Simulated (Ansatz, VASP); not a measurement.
**Ca in VASP and in Ansatz**

```
Ca
1.0
    -2.20520    2.20520    2.19611
     2.20520   -2.20520    2.19611
     2.20520    2.20520   -2.19611
Ca
1
Cartesian
  0.0000 0.0000 2.1961
```

Alike in both runs: task single point; functional PBE; k mesh 4 × 4 × 4; occupations gaussian, width 0.1 eV; no spin polarisation.

|  | VASP | Ansatz |
| --- | --- | --- |
| version | VASP 6.6.1 | Ansatz 0.2.0 |
| potentials or method | VASP PAW PBE potentials, release 64 (Ca_sv), cutoff 500 eV | scalar-relativistic, plane waves, PAW |
| valence electrons in the cell | 10 | 10 |

```csv
,VASP,Ansatz,Ansatz less VASP
gap on the k mesh at the Fermi level (eV),none,none,-
pressure (GPa),-0.2,-0.2,-0.01
"traceless stress, the component that is largest in VASP (GPa)",-0.17,-0.17,+0.001
```

A gap of «none» marks a metal or a gap that the smearing closes. The functional is the same, so the differences come from potentials, cutoffs and numerics.

The k mesh is coarse, so the values compare programs but aren't converged.
